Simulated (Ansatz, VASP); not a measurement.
# Mg3CdSe4: VASP beside Ansatz

The input INCAR:

```
ALGO = Normal ; EDIFF = 1E-6
ENCUT = 520 ; GGA = PE
ISIF = 2 ; ISMEAR = 0
LASPH = True ; LCHARG = True
LELF = True ; LREAL = False
LVHAR = True ; LWAVE = False
NBANDS = 31 ; NELM = 100
PREC = Accurate ; SIGMA = 0.02
```

File KPOINTS:

```
k-points
0
Gamma
  6 6 6
```

Contents of POSCAR:

```
Mg3CdSe4
1.0
   -3.0219353646      3.0219353646      6.0417462638
    3.0219353646     -3.0219353646      6.0417462638
    3.0219353646      3.0219353646     -6.0417462638
Mg Cd Se
3 1 4
Direct
    0.7500000000      0.2500000000      0.5000000000
    0.2500000000      0.7500000000      0.5000000000
    0.5000000000      0.5000000000      0.0000000000
    0.0000000000      0.0000000000      0.0000000000
    0.1284573346      0.1284573346      0.5127068482
    0.6157504864      0.6157504864      0.4872931518
    0.8715426654      0.3842495136      0.0000000000
    0.3842495136      0.8715426654      0.0000000000
```

Input for Ansatz:

```yaml
crystal:
  lattice:
    - [-3.0219353646, 3.0219353646, 6.0417462638]
    - [3.0219353646, -3.0219353646, 6.0417462638]
    - [3.0219353646, 3.0219353646, -6.0417462638]
  atoms:
    - { symbol: Mg, position: [0.75, 0.25, 0.5] }
    - { symbol: Mg, position: [0.25, 0.75, 0.5] }
    - { symbol: Mg, position: [0.5, 0.5, 0.0] }
    - { symbol: Cd, position: [0.0, 0.0, 0.0] }
    - { symbol: Se, position: [0.1284573346, 0.1284573346, 0.5127068482] }
    - { symbol: Se, position: [0.6157504864, 0.6157504864, 0.4872931518] }
    - { symbol: Se, position: [0.8715426654, 0.3842495136, 0.0] }
    - { symbol: Se, position: [0.3842495136, 0.8715426654, 0.0] }
basis:
  ecutwfc: 420
kpoints:
  mp_grid: { grid: [6, 6, 6] }
  band_path:
    path:
      - [[0.0, 0.0, 0.0], [0.0, 0.0, 0.5], [0.25, 0.25, 0.25], [0.0, 0.5, 0.0], [0.0, 0.0, 0.0], [0.5, 0.5, -0.5], [0.31254396, 0.68745604, -0.31254396]]
      - [[-0.31254396, 0.31254396, 0.31254396], [0.0, 0.0, 0.0]]
      - [[0.0, 0.0, 0.5], [-0.12508792, 0.12508792, 0.5]]
      - [[0.5, 0.5, -0.12508792], [0.5, 0.5, -0.5]]
    npoints: 14
hamiltonian:
  xc: pbe
scf:
  occupations: { method: gaussian, width: 0.02 }
  n_extra_bands: 20
output:
  forces: true
  stress: true
  eigenvalues: true
  populations: true
  dos: { projected: true, de: 0.02, nscf_kmesh: { grid: [9, 9, 9] } }
  bader: true
  write_density: true
  write_potential: true
  elf: true
  volumetric_format: npy
```

Alike in both runs: task single point; functional PBE; k mesh 6 × 6 × 6; occupations gaussian, width 0.02 eV; no spin polarisation.

|  | VASP | Ansatz |
| --- | --- | --- |
| version | VASP 6.6.1 | Ansatz 0.2.0 |
| potentials or method | VASP PAW PBE potentials, release 64 (Mg, Cd, Se), cutoff 520 eV | scalar-relativistic, plane waves, PAW |
| valence electrons in the cell | 42 | 114 |

|  | VASP | Ansatz | Ansatz less VASP |
| --- | --- | --- | --- |
| gap on the k mesh at the Fermi level (eV) | 1.97 | 1.97 | +0.004 |
| least direct gap on the mesh (eV) | 1.97 | 1.97 | +0.004 |
| pressure (GPa) | 0.0 | 0.0 | -0.03 |
| rms of the force components (eV/Å) | 0.012 | 0.001 | -0.0114 |

Atom by atom the forces differ by 0.012 eV/Å (rms over components). With one functional, cell and mesh, what is left measures potentials, basis and numerics. VASP's potentials hold 42 valence electrons a cell and Ansatz's 114, so a difference there can come from the potentials and not from the codes.
